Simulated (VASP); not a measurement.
Input of a VASP 6.6.1 run:

File INCAR:

```
PREC = Accurate
ENCUT = 520
EDIFF = 1E-6
ISMEAR = 0
SIGMA = 0.02
LREAL = Auto
LASPH = True
NELM = 150
ALGO = Normal
ISIF = 2
LWAVE = False
LCHARG = False
ISPIN = 2
MAGMOM = 0 0 0 0 0 0 0 0 0 0 0 0 0 0 0 0 1
LORBIT = 11
GGA = PE
NBANDS = 52
```

KPOINTS

```
regular mesh
0
Gamma
  2 2 2
```

The input POSCAR:

```
AlSi16
1.0
    0.0000000000      5.4300000000      5.4300000000
    5.4300000000      0.0000000000      5.4300000000
    5.4300000000      5.4300000000      0.0000000000
Si Al
16 1
Direct
   -0.0004883737     -0.0000130966      0.0001986187
    0.1232922930      0.1238015181      0.1238404930
    0.0008826457      0.0014294050      0.4988008665
    0.1232799539      0.1238093813      0.6289795198
    0.0007379157      0.4987503666      0.0016307344
    0.1232783456      0.6288288369      0.1239051121
    0.0007051707      0.4987469287      0.4987914760
    0.1374155531      0.6207256977      0.6208770556
    0.4982272336      0.0012689565      0.0016295176
    0.6284083525      0.1237627089      0.1238624967
    0.4981992237      0.0012595703      0.4987592132
    0.6201425791      0.1381061272      0.6208046239
    0.4981178162      0.4986313658      0.0015455093
    0.6199966759      0.6204966254      0.1386018945
    0.4992078582      0.4998897982      0.5003537831
    0.6199524693      0.6204884105      0.6207564555
    0.7491653175      0.7498988994      0.7503574800
```

Potentials or basis: VASP PAW PBE potentials, release 64 (Si, Al).

Launch:

```console
$ cat potpaw_PBE.64/Si/POTCAR potpaw_PBE.64/Al/POTCAR > POTCAR
$ mpirun -np 1 vasp_std > vasp.out
```

Predict the pressure.

5.4 GPa.

What does it give for the largest force?

0.013 eV/Å.

Predict the net moment.

0.25 μB per cell.

Forces in eV/Å, atoms in the order of the input:
```
Si  -0.001  0.003  0.010
Si   0.000  0.000 -0.004
Si   0.000 -0.001  0.011
Si  -0.001 -0.001 -0.005
Si  -0.005  0.012 -0.002
Si   0.003 -0.005 -0.003
Si  -0.012  0.006  0.000
Si   0.001 -0.001  0.000
Si   0.010 -0.005  0.001
Si  -0.001  0.000 -0.006
Si   0.006 -0.010  0.002
Si  -0.001  0.001 -0.002
Si  -0.001  0.003 -0.009
Si  -0.001 -0.003  0.004
Si  -0.001  0.001 -0.001
Si   0.002  0.001  0.004
Al   0.001  0.000  0.001
```

Caveat: the k points lie up to 0.50 Å⁻¹ apart.
